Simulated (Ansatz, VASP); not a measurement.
**SrBe2: VASP beside Ansatz**

The input INCAR:

```
PREC = Accurate
ENCUT = 600
EDIFF = 1E-6
ISMEAR = 0
SIGMA = 0.1
LREAL = F
LASPH = T
NELM = 100
ALGO = Normal
ISIF = 3
LWAVE = F
LCHARG = F
GGA = PE
IBRION = 2
NSW = 90
EDIFFG = -0.04
```

File KPOINTS:

```
Automatic mesh
0
Gamma
  6 6 6
```

The input POSCAR:

```
SrBe2
1.0
   -2.2728193118      2.2728193118      5.1977196809
    2.2728193118     -2.2728193118      5.1977196809
    2.2728193118      2.2728193118     -5.1977196809
Sr Be
2 4
Direct
    0.2500000000      0.2500000000      0.0000000000
    0.7500000000      0.7500000000      0.0000000000
    0.6612000317      0.1612000317      0.8224000634
    0.1612000317      0.3387999683      0.5000000000
    0.3387999683      0.8387999683      0.1775999366
    0.8387999683      0.6612000317      0.5000000000
```

Input for Ansatz:

```yaml
crystal:
  lattice:
    - [-2.2728193118, 2.2728193118, 5.1977196809]
    - [2.2728193118, -2.2728193118, 5.1977196809]
    - [2.2728193118, 2.2728193118, -5.1977196809]
  atoms:
    - { symbol: Sr, position: [0.25, 0.25, 0.0] }
    - { symbol: Sr, position: [0.75, 0.75, 0.0] }
    - { symbol: Be, position: [0.6612000317, 0.1612000317, 0.8224000634] }
    - { symbol: Be, position: [0.1612000317, 0.3387999683, 0.5] }
    - { symbol: Be, position: [0.3387999683, 0.8387999683, 0.1775999366] }
    - { symbol: Be, position: [0.8387999683, 0.6612000317, 0.5] }
basis:
  ecutwfc: 420
kpoints:
  mp_grid: { grid: [6, 6, 6] }
hamiltonian:
  xc: pbe
scf:
  occupations: { method: gaussian, width: 0.1 }
  lower_state_search: "off"
output:
  forces: true
  stress: true
  eigenvalues: true
relax:
  adjacent_minimum: "off"
  f_tol: 0.04
  max_steps: 70
  cell: { stress_tol: 0.4 }
```

Alike in both runs: task relaxation of cell and atoms; functional PBE; k mesh 6 × 6 × 6; occupations gaussian, width 0.1 eV; no spin polarisation.

```csv
,VASP,Ansatz
version,VASP 6.6.1,Ansatz 0.2.0
potentials or method,"VASP PAW PBE potentials, release 64 (Sr_sv, Be), cutoff 600 eV","scalar-relativistic, plane waves, PAW"
valence electrons in the cell,28,28
```

|  | VASP | Ansatz | Ansatz less VASP |
| --- | --- | --- | --- |
| gap on the k mesh at the Fermi level, each at its own relaxed structure (eV) | none | none | - |
| relaxed volume (Å³/atom) | 18.03 | 18.01 | -0.020 |
| relaxed length of the cell vector where the two differ most in proportion (Å) | 6.142 | 6.145 | +0.0025 |

A gap of «none» marks a metal or a gap that the smearing closes.
